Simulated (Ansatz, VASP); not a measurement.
# Bi2S3: VASP beside Ansatz

```
Bi S
1.0
    10.63400    0.00000    0.00000
     0.00000    3.84230    0.00000
     0.00000    0.00000   10.46300
Bi S
8 12
Direct
  0.99440 0.25000 0.67480
  0.50560 0.75000 0.17480
  0.49440 0.25000 0.82520
  0.00560 0.75000 0.32520
  0.32530 0.25000 0.46770
  0.17470 0.75000 0.96770
  0.82530 0.25000 0.03230
  0.67470 0.75000 0.53230
  0.05290 0.25000 0.12960
  0.44710 0.75000 0.62960
  0.55290 0.25000 0.37040
  0.94710 0.75000 0.87040
  0.37240 0.25000 0.06020
  0.12760 0.75000 0.56020
  0.87240 0.25000 0.43980
  0.62760 0.75000 0.93980
  0.22230 0.25000 0.79630
  0.27770 0.75000 0.29630
  0.72230 0.25000 0.70370
  0.77770 0.75000 0.20370
```

Alike in both runs: task electric field gradients; functional PBE; k mesh 3 × 7 × 3; occupations fermi-dirac, width 0.02 eV; no spin polarisation.

|  | VASP | Ansatz |
| --- | --- | --- |
| version | VASP 6.6.1 | Ansatz 0.2.0 |
| potentials or method | VASP PAW PBE potentials, release 64 (Bi_d, S) | plane-wave PAW, scalar-relativistic |
| plane-wave cutoff (eV) | 520 | 420 |
| valence electrons in the cell | 192 | 192 |

Ansatz gave:

* gap on the k mesh at the Fermi level (eV): 0.98
* pressure (GPa): 12.7
* rms of the force components (eV/Å): 0.128
* size of Vzz on the site where it differs most (V/Å²): 31.2

Question: Estimate VASP's values.

Answer: gap on the k mesh at the Fermi level (eV): 0.98; pressure (GPa): 12.6; rms of the force components (eV/Å): 0.127; size of Vzz on the site where it differs most (V/Å²): 22.3.

Atom by atom the forces differ by 0.004 eV/Å (rms over components). One of these differences is far larger than is usual between the two programs; its cause wasn't traced.

Spin-orbit coupling is off throughout.
